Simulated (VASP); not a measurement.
Wanted: the native input for a VASP 6.6.1 run.

```
Task                   : single point
Functional             : LDA
Potentials or basis    : VASP PAW LDA potentials, release 64 (Mg, O)
Cutoff                 : 520 eV
k mesh                 : 10 × 10 × 10
Occupations            : gaussian, width 0.05 eV
Spin                   : no spin polarisation
Dipole correction      : no
Further INCAR settings : ALGO = Normal; EDIFF = 1e-06; NBANDS = 11
```

The structure of MgO lies in POSCAR:

```
MgO
1.0
    0.0000000000      2.1351500000      2.1351500000
    2.1351500000      0.0000000000      2.1351500000
    2.1351500000      2.1351500000      0.0000000000
Mg O
1 1
Direct
    0.0000000000      0.0000000000      0.0000000000
    0.4765824415      0.4765824415      0.5234175585
```

This cell differs from its parent crystal: all O atoms moved -0.100 Å, as atom 2 along Cartesian [0 0 1].

One way to write it, as run:

INCAR

```
PREC = Accurate
ENCUT = 520
EDIFF = 1E-6
ISMEAR = 0
SIGMA = 0.05
LREAL = F
LASPH = T
NELM = 100
ALGO = Normal
ISIF = 2
LWAVE = F
LCHARG = F
GGA = CA
NBANDS = 11
```

KPOINTS

```
regular mesh
0
Gamma
  10 10 10
```

Potentials or basis: VASP PAW LDA potentials, release 64 (Mg, O).

The run is started by

```bash
$ cat potpaw_LDA.64/Mg/POTCAR potpaw_LDA.64/O/POTCAR > POTCAR
$ mpirun -np 1 vasp_std > vasp.out
```

Results of the run:

* Pressure: -12.3 GPa
* Largest force: 0.440 eV/Å
* Band gap on the k mesh: 4.26 eV, direct

Caveat: the cell differs from its parent crystal (all O atoms moved -0.100 Å, as atom 2 along Cartesian [0 0 1]).

It took 28 s on 1 thread of AMD EPYC 7R43 64-Core Processor (Zen 3) (shared host), peak memory 0.1 GiB.
